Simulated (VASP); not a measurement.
# InSb (I-4m2) in VASP: a series of runs

The runs below take InSb through single point, with r2SCAN.

Everything below comes from runs of VASP 6.6.1. Logs are shortened: lines on timing, memory, paths and dates and some standing lists are left out, and cuts for length are marked.

## 1. The cell of the first run

It takes space group I-4m2 (No. 119, tetragonal). The conventional cell has a = 4.581 Å, b = 4.581 Å, c = 6.543 Å, α = 90.00°, β = 90.00°, γ = 90.00°. In (site symmetry -4m2) has 4 Sb at 2.81 Å within 3.7 Å. Within 3.7 Å of Sb (site symmetry -4m2) lie 4 In at 2.81 Å.

## 2. Single point, r2SCAN (strain +0.0100 x Voigt [0, 0, 1, 0, 0, 0])

Contents of POSCAR:

```
InSb
1.0
    0.0000000000      3.2391000000      3.2714910000
    3.2391000000      0.0000000000      3.2714910000
    3.2391000000      3.2391000000      0.0000000000
In Sb
1 1
Direct
    0.0000000000      0.0000000000      0.0000000000
    0.7500000000      0.7500000000      0.7500000000
```

Contents of INCAR.step1:

```
SYSTEM = InSb
ALGO = Normal
EDIFF = 1E-4
ENCUT = 520
GGA = PE
ISMEAR = 0
LASPH = .True.
LCHARG = .False.
LREAL = .False.
LWAVE = .True.
NBANDS = 16
NELM = 80
PREC = Accurate
SIGMA = 0.03
```

Contents of INCAR.step2:

```
SYSTEM = InSb
ALGO = Normal
EDIFF = 1E-6
ENCUT = 520
ISIF = 2
ISMEAR = 0
ISTART = 1
LASPH = .True.
LCHARG = .False.
LMIXTAU = .True.
LREAL = .False.
LWAVE = .False.
METAGGA = R2SCAN
NBANDS = 16
NELM = 80
PREC = Accurate
SIGMA = 0.03
```

Contents of KPOINTS:

```
k-points
0
Gamma
  10 10 10
  0 0 0
```

Potentials or basis: VASP PAW PBE potentials, release 64 (In_d, Sb).

The run is started by

```bash
> cat potpaw_PBE.64/In_d/POTCAR potpaw_PBE.64/Sb/POTCAR > POTCAR
> cp INCAR.step1 INCAR
> mpirun -np 1 vasp_std > vasp.out
> cp INCAR.step2 INCAR
> mpirun -np 1 vasp_std > vasp.out
```

OUTCAR:

```text
SYSTEM = InSb
   EDIFF = 1E-6
   ENCUT = 520
   ISIF = 2
   ISMEAR = 0
   ISTART = 1
   LASPH = .True.
   LREAL = .False.
   METAGGA = R2SCAN
   NELM = 80
   PREC = Accurate

 ion  position               nearest neighbor table
   1  0.000  0.000  0.000-   2 2.81   2 2.81   2 2.81   2 2.81
   2  0.750  0.750  0.750-   1 2.81   1 2.81   1 2.81   1 2.81

  LATTYP: Found a body centered tetragonal cell.
 ALAT       =     4.5807791499
 C/A-ratio  =     1.4283556980

  Lattice vectors:

 A1 = (  -3.2391000000,   0.0000000000,   3.2714910000)
 A2 = (   3.2391000000,   0.0000000000,   3.2714910000)
 A3 = (   0.0000000000,   3.2391000000,  -3.2714910000)

Analysis of symmetry for initial positions (statically):
=====================================================================
 Subroutine PRICEL returns:
 Original cell was already a primitive cell.

 Routine SETGRP: Setting up the symmetry group for a
 body centered tetragonal supercell.

 Subroutine GETGRP returns: Found  8 space group operations
 (whereof  8 operations were pure point group operations)
 out of a pool of 16 trial point group operations.

The static configuration has the point symmetry D_2d.

Analysis of symmetry for dynamics (positions and initial velocities):
=====================================================================
 Subroutine PRICEL returns:
 Original cell was already a primitive cell.

 Routine SETGRP: Setting up the symmetry group for a
 body centered tetragonal supercell.

 Subroutine GETGRP returns: Found  8 space group operations
 (whereof  8 operations were pure point group operations)
 out of a pool of 16 trial point group operations.

The dynamic configuration has the point symmetry D_2d.

 Subroutine INISYM returns: Found  8 space group operations
 (whereof  8 operations are pure point group operations),
 and found     1 'primitive' translations

----------------------------------------------------------------------------------------

                                     Primitive cell

  volume of cell :      68.6475

  direct lattice vectors                    reciprocal lattice vectors
     0.000000000  3.239100000  3.271491000    -0.154363867  0.154363867  0.152835511
     3.239100000  0.000000000  3.271491000     0.154363867 -0.154363867  0.152835511
     3.239100000  3.239100000  0.000000000     0.154363867  0.154363867 -0.152835511

  length of vectors
     4.603740020  4.603740020  4.580779150     0.266486585  0.266486585  0.266486585

  position of ions in fractional coordinates (direct lattice)
     0.000000000  0.000000000  0.000000000
     0.750000000  0.750000000  0.750000000

  ion indices of the primitive-cell ions
   primitive index   ion index
                 1           1
                 2           2

----------------------------------------------------------------------------------------

 KPOINTS: k-points

Automatic generation of k-mesh.
 Grid dimensions read from file:
 generate k-points for:   10   10   10

 Generating k-lattice:

  Cartesian coordinates                     Fractional coordinates (reciprocal lattice)
    -0.015436387  0.015436387  0.015283551     0.100000000  0.000000000  0.000000000
     0.015436387 -0.015436387  0.015283551     0.000000000  0.100000000  0.000000000
     0.015436387  0.015436387 -0.015283551    -0.000000000 -0.000000000  0.100000000

  Length of vectors
     0.026648659  0.026648659  0.026648659

  Shift w.r.t. Gamma in fractional coordinates (k-lattice)
     0.000000000  0.000000000  0.000000000

 Subroutine IBZKPT returns following result:
 ===========================================

 Found    102 irreducible k-points:

 Following reciprocal coordinates:
            Coordinates               Weight
  0.000000  0.000000  0.000000      1.000000
  0.100000  0.000000  0.000000      8.000000
  0.200000  0.000000  0.000000      8.000000
  0.300000 -0.000000  0.000000      8.000000
  0.400000  0.000000  0.000000      8.000000
  0.500000  0.000000  0.000000      4.000000
[... 16 lines left out ...]
  0.300000  0.300000  0.000000      2.000000
  0.400000  0.300000  0.000000      8.000000
 [... further k-points ...]
   k-points           NKPTS =    102   k-points in BZ     NKDIM =    102   number of bands    NBANDS=     16
   number of dos      NEDOS =    301   number of ions     NIONS =      2
   total plane-waves  NPLWV =  46656
   dimension x,y,z NGX =    36 NGY =   36 NGZ =   36
   dimension x,y,z NGXF=    72 NGYF=   72 NGZF=   72
   ions per type =               1   1
   NGX,Y,Z   is equivalent  to a cutoff of  13.00, 13.00, 13.07 a.u.
   NGXF,Y,Z  is equivalent  to a cutoff of  26.00, 26.00, 26.13 a.u.
 SYSTEM =  InSb
   PREC   = accura    normal or accurate (medium, high low for compatibility)
   ISTART =      1    job   : 0-new  1-cont  2-samecut
   ICHARG =      0    charge: 1-file 2-atom 10-const
   ISPIN  =      1    spin polarized calculation?
   LNONCOLLINEAR =      F non collinear calculations
   LSORBIT =      F    spin-orbit coupling
   LASPH  =      T    aspherical Exc in radial PAW
   ENCUT  =  520.0 eV  38.22 Ry    6.18 a.u.   8.56  8.56  8.52*2*pi/ulx,y,z
   NELM   =     80;   NELMIN=  2; NELMDL=  0     # of ELM steps
   EDIFF  = 0.1E-05   stopping-criterion for ELM
   LREAL  =      F    real-space projection
   EDIFFG = 0.1E-04   stopping-criterion for IOM
   NSW    =      0    number of steps for IOM
   IBRION =     -1    ionic relax: 0-MD 1-quasi-New 2-CG
   NFREE  =      0    steps in history (QN), initial steepest desc. (CG)
   ISIF   =      2    stress and relaxation
   ISYM   =      2    0-nonsym 1-usesym 2-fastsym
   POTIM  = 0.5000    time-step for ionic-motion
   TEBEG  =    0.0;   TEEND  =   0.0 temperature during run
   PSTRESS=    0.0 pullay stress
   NELECT =      18.0000    total number of electrons
   NUPDOWN=      -1.0000    fix difference up-down
   EMIN   =  10.00;   EMAX   =-10.00  energy-range for DOS
   EFERMI =   0.00;   METHOD = LEGACY
   ISMEAR =     0;   SIGMA  =   0.03  broadening in eV -4-tet -1-fermi 0-gaus
   EFERMI_NEDOS =   21; number of points for ismear=-14 and -15
   IALGO  =     38    algorithm
   IMIX   =      4    mixing-type and parameters
     AMIX     =   0.40;   BMIX     =  1.00
     AMIX_MAG =   1.60;   BMIX_MAG =  1.00
  volume/ion in A,a.u.               =      34.32       231.63
  Fermi-wavevector in a.u.,A,eV,Ry     =   1.047830  1.980112 14.938487  1.097948
  Thomas-Fermi vector in A             =   2.182727
   LORBIT       =      0    0 simple, 1 ext, 2 COOP (PROOUT), +10 PAW based schemes
   METAGGA = R2SCAN    functional components
   LHFCALC =     F    Hartree Fock is set to
   AEXX    =    0.0000 exact exchange contribution
   IVDW    =     0    specifies the selected vdW correction
   LEPSILON=     F    determine dielectric tensor
   LRPA    =     F    only Hartree local field effects (RPA)
 non-spin polarized calculation
 Gauss-broadening in eV      SIGMA  =   0.03
  energy-cutoff  :      520.00
  volume of cell :       68.65
 maximum number of plane-waves:      1868
 NGX is ok and might be reduce to    36
   NGX = 17   NGY = 17   NGZ = 17

 number of electron      17.9999993 magnetization

 Free energy of the ion-electron system (eV)
  ---------------------------------------------------
  ext. energy  EPLUGINS =         0.00000000
  ---------------------------------------------------
  free energy    TOTEN  =       -48.76040713 eV

  energy without entropy =      -48.76040710  energy(sigma->0) =      -48.76040711

 E-fermi :   4.9202     XC(G=0):  -9.1999

 val. band max:        4.8372298876   @ k =   0.0000   0.0000   0.0000
 cond. band min:       4.9994644305   @ k =   0.0000   0.0000   0.0000
 fundamental gap:      0.1622345429
 Fermi energy:         4.9201597653

 k-point     1 :       0.0000    0.0000    0.0000
  band No.  band energies     occupation
      1     -10.2559      2.00000
      2     -10.2539      2.00000
      3     -10.2539      2.00000
      4     -10.1563      2.00000
      5     -10.1547      2.00000
      6      -6.2388      2.00000
[... 8 lines left out ...]
     15      13.4244      0.00000
     16      13.5779      0.00000

 k-point     2 :       0.1000    0.0000    0.0000
  band No.  band energies     occupation
      1     -10.2595      2.00000
      2     -10.2529      2.00000
      3     -10.2516      2.00000
      4     -10.1565      2.00000
      5     -10.1548      2.00000
      6      -6.1436      2.00000
[... 8 lines left out ...]
     15      12.8234      0.00000
     16      12.9387      0.00000

 k-point     3 :       0.2000    0.0000    0.0000
  band No.  band energies     occupation
      1     -10.2719      2.00000
      2     -10.2473      2.00000
      3     -10.2460      2.00000
      4     -10.1567      2.00000
      5     -10.1548      2.00000
      6      -5.8692      2.00000
[... 8 lines left out ...]
     15      12.4596      0.00000
     16      12.5162      0.00000

 k-point     4 :       0.3000   -0.0000    0.0000
  band No.  band energies     occupation
      1     -10.2872      2.00000
      2     -10.2409      2.00000
      3     -10.2396      2.00000
      4     -10.1564      2.00000
      5     -10.1542      2.00000
      6      -5.4580      2.00000
[... 8 lines left out ...]
     15      12.7535      0.00000
     16      12.7562      0.00000

 k-point     5 :       0.4000    0.0000    0.0000
  band No.  band energies     occupation
      1     -10.2992      2.00000
      2     -10.2363      2.00000
      3     -10.2350      2.00000
      4     -10.1556      2.00000
      5     -10.1532      2.00000
      6      -5.0234      2.00000
[... 8 lines left out ...]
     15      13.6340      0.00000
     16      13.6791      0.00000

 k-point     6 :       0.5000    0.0000    0.0000
  band No.  band energies     occupation
      1     -10.3038      2.00000
      2     -10.2346      2.00000
      3     -10.2334      2.00000
      4     -10.1552      2.00000
      5     -10.1526      2.00000
      6      -4.8137      2.00000
[... 8 lines left out ...]
     15      14.5080      0.00000
     16      14.5777      0.00000

 k-point     7 :       0.1000    0.1000    0.0000
  band No.  band energies     occupation
      1     -10.2647      2.00000
      2     -10.2495      2.00000
      3     -10.2495      2.00000
      4     -10.1561      2.00000
      5     -10.1554      2.00000
      6      -6.1131      2.00000
[... 8 lines left out ...]
     15      12.0508      0.00000
     16      13.6824      0.00000

 k-point     8 :       0.2000    0.1000    0.0000
  band No.  band energies     occupation
      1     -10.2751      2.00000
      2     -10.2452      2.00000
      3     -10.2439      2.00000
      4     -10.1574      2.00000
      5     -10.1547      2.00000
      6      -5.8988      2.00000
[... 8 lines left out ...]
     15      12.5782      0.00000
     16      13.3388      0.00000

 k-point     9 :       0.3000    0.1000    0.0000
  band No.  band energies     occupation
      1     -10.2881      2.00000
      2     -10.2401      2.00000
      3     -10.2374      2.00000
      4     -10.1577      2.00000
      5     -10.1542      2.00000
      6      -5.5301      2.00000
[... 8 lines left out ...]
     15      12.9075      0.00000
     16      13.3714      0.00000
[... 172 lines left out ...]
 k-point    19 :       0.5000    0.2000    0.0000
  band No.  band energies     occupation
      1     -10.3133      2.00000
      2     -10.2275      2.00000
      3     -10.2238      2.00000
      4     -10.1601      2.00000
      5     -10.1531      2.00000
      6      -4.6537      2.00000
[... 8 lines left out ...]
     15      14.5684      0.00000
     16      14.6554      0.00000

 k-point    20 :      -0.4000    0.2000    0.0000
  band No.  band energies     occupation
      1     -10.3121      2.00000
      2     -10.2282      2.00000
      3     -10.2253      2.00000
      4     -10.1570      2.00000
      5     -10.1557      2.00000
      6      -4.5906      2.00000
[... 8 lines left out ...]
     15      13.3245      0.00000
     16      14.2162      0.00000

 k-point    21 :      -0.3000    0.2000    0.0000
  band No.  band energies     occupation
      1     -10.3050      2.00000
      2     -10.2306      2.00000
      3     -10.2302      2.00000
      4     -10.1583      2.00000
      5     -10.1545      2.00000
      6      -4.8899      2.00000
[... 8 lines left out ...]
     15      13.4103      0.00000
     16      14.7282      0.00000

 k-point    22 :      -0.2000    0.2000    0.0000
  band No.  band energies     occupation
      1     -10.2937      2.00000
      2     -10.2371      2.00000
      3     -10.2349      2.00000
      4     -10.1594      2.00000
      5     -10.1533      2.00000
      6      -5.3098      2.00000
[... 8 lines left out ...]
     15      13.6626      0.00000
     16      14.1900      0.00000

 k-point    23 :       0.3000    0.3000    0.0000
  band No.  band energies     occupation
      1     -10.3117      2.00000
      2     -10.2238      2.00000
      3     -10.2238      2.00000
      4     -10.1663      2.00000
      5     -10.1502      2.00000
      6      -5.1848      2.00000
[... 8 lines left out ...]
     15      14.4991      0.00000
     16      14.9744      0.00000

 k-point    24 :       0.4000    0.3000    0.0000
  band No.  band energies     occupation
      1     -10.3211      2.00000
      2     -10.2190      2.00000
      3     -10.2180      2.00000
      4     -10.1680      2.00000
      5     -10.1494      2.00000
      6      -4.8250      2.00000
[... 8 lines left out ...]
     15      14.9475      0.00000
     16      15.3923      0.00000

 [... further k-points ...]

------------------------ aborting loop because EDIFF is reached ----------------------------------------

  FORCE on cell =-STRESS in cart. coord.  units (eV):
  Direction    XX          YY          ZZ          XY          YZ          ZX
  --------------------------------------------------------------------------------------
  -------------------------------------------------------------------------------------
  Total        0.5468948      0.5468948      0.4153636      0.0000000      0.0000000      0.0000000
  in kB       12.7640918     12.7640918      9.6942588      0.0000000      0.0000000      0.0000000
  external PRESSURE =      11.7408141 kB  Pullay stress =       0.0000000 kB

 VOLUME and BASIS-vectors are now :
 -----------------------------------------------------------------------------
  energy-cutoff  :      520.00
  volume of cell :       68.65
      direct lattice vectors                 reciprocal lattice vectors
     0.000000000  3.239100000  3.271491000    -0.154363867  0.154363867  0.152835511
     3.239100000  0.000000000  3.271491000     0.154363867 -0.154363867  0.152835511
     3.239100000  3.239100000  0.000000000     0.154363867  0.154363867 -0.152835511

 POSITION                                       TOTAL-FORCE (eV/Angst)
 -----------------------------------------------------------------------------------
      0.00000      0.00000      0.00000         0.000000      0.000000     -0.000000
      4.85865      4.85865      4.90724        -0.000000     -0.000000      0.000000
 -----------------------------------------------------------------------------------
    total drift:                                0.000002      0.000002      0.000001

  FREE ENERGIE OF THE ION-ELECTRON SYSTEM (eV)
  ---------------------------------------------------
  free  energy   TOTEN  =       -48.7604071296 eV

  energy  without entropy=      -48.7604070977  energy(sigma->0) =      -48.76040711
```

Run time: 4.8 min. Hardware: 1 thread of Intel Xeon Platinum 8488C (Sapphire Rapids), shared host; peak memory 0.3 GiB.

Results:

```yaml
Free_energy: -48.7604 eV
Pressure: 1.2 GPa
Band_gap_on_the_k_mesh: 0.16 eV, direct
```

Levels at points of the mesh, in eV from the valence-band top:
| k point | band 5 | band 6 | band 7 | band 8 | band 9 | band 10 | band 11 | band 12 | band 13 | band 14 |
| --- | --- | --- | --- | --- | --- | --- | --- | --- | --- | --- |
| (0.00, 0.00, 0.00) | -14.99 | -11.08 | -0.05 | 0.00 | 0.00 | 0.16 | 3.19 | 3.19 | 3.22 | 6.17 |
| (0.50, 0.00, 0.00) | -14.99 | -9.65 | -5.75 | -1.08 | -1.02 | 0.80 | 4.06 | 4.11 | 6.46 | 8.79 |
| (0.50, 0.50, 0.00) | -14.98 | -9.03 | -6.08 | -2.31 | -2.31 | 1.59 | 1.61 | 8.66 | 8.66 | 9.32 |
| (0.50, 0.00, 0.50) | -14.98 | -9.00 | -6.03 | -2.36 | -2.36 | 1.51 | 1.55 | 8.64 | 8.68 | 9.38 |

Caveat: the cell differs from its parent crystal (strain +0.0100 x Voigt [0, 0, 1, 0, 0, 0]); the PAW data sets were made with another functional, which shifts forces and pressure a little; spin-orbit coupling is left out, which moves the levels of the heavy elements.

## 3. Single point, r2SCAN (strain +0.0150 x Voigt [0, 0, 1, 0, 0, 0])

Contents of POSCAR:

```
InSb
1.0
    0.0000000000      3.2391000000      3.2876865000
    3.2391000000      0.0000000000      3.2876865000
    3.2391000000      3.2391000000      0.0000000000
In Sb
1 1
Direct
    0.0000000000      0.0000000000      0.0000000000
    0.7500000000      0.7500000000      0.7500000000
```

Contents of INCAR.step1:

```
  PREC = Accurate
  ENCUT = 520
  ISMEAR = 0
  SIGMA = 0.03
  LREAL = F
  LASPH = T
  NELM = 100
  NBANDS = 16
  GGA = PE
  ALGO = Normal
  EDIFF = 1E-4
  LWAVE = T
  LCHARG = F
```

Contents of INCAR.step2:

```
  PREC = Accurate
  ENCUT = 520
  EDIFF = 1E-6
  ISMEAR = 0
  SIGMA = 0.03
  LREAL = F
  LASPH = T
  NELM = 100
  ALGO = Normal
  ISIF = 2
  LWAVE = F
  LCHARG = T
  METAGGA = R2SCAN
  LMIXTAU = T
  LELF = T
  LVHAR = T
  NBANDS = 16
  ISTART = 1
```

Contents of KPOINTS:

```
Automatic mesh
0
Gamma
  10 10 10
```

Potentials or basis: VASP PAW PBE potentials, release 64 (In_d, Sb).

The run is started by

```bash
> cat potpaw_PBE.64/In_d/POTCAR potpaw_PBE.64/Sb/POTCAR > POTCAR
> cp INCAR.step1 INCAR
> mpirun -np 1 vasp_std > vasp.out
> cp INCAR.step2 INCAR
> mpirun -np 1 vasp_std > vasp.out
```

Run time: 4.6 min. Hardware: 1 thread of Intel Xeon Platinum 8488C (Sapphire Rapids), shared host; peak memory 0.3 GiB.

Results (log left out):

```yaml
Free_energy: -48.7622 eV
Pressure: 0.9 GPa
Band_gap_on_the_k_mesh: 0.12 eV, direct
```

Stress tensor (GPa, compression positive):
```
1.09 0.00 0.00
0.00 1.09 0.00
0.00 0.00 0.62
```

Levels at points of the mesh, in eV from the valence-band top:
| k point | band 7 | band 8 | band 9 | band 10 | band 11 | band 12 |
| --- | --- | --- | --- | --- | --- | --- |
| (0.00, 0.00, 0.00) | -0.08 | 0.00 | 0.00 | 0.12 | 3.18 | 3.18 |
| (0.50, 0.00, 0.00) | -5.73 | -1.10 | -1.00 | 0.78 | 4.04 | 4.11 |
| (0.50, 0.50, 0.00) | -6.08 | -2.28 | -2.28 | 1.61 | 1.62 | 8.62 |
| (0.50, 0.00, 0.50) | -6.01 | -2.36 | -2.36 | 1.50 | 1.54 | 8.59 |

Caveat: the cell differs from its parent crystal (strain +0.0150 x Voigt [0, 0, 1, 0, 0, 0]); the PAW data sets were made with another functional, which shifts forces and pressure a little; spin-orbit coupling is left out, which moves the levels of the heavy elements.
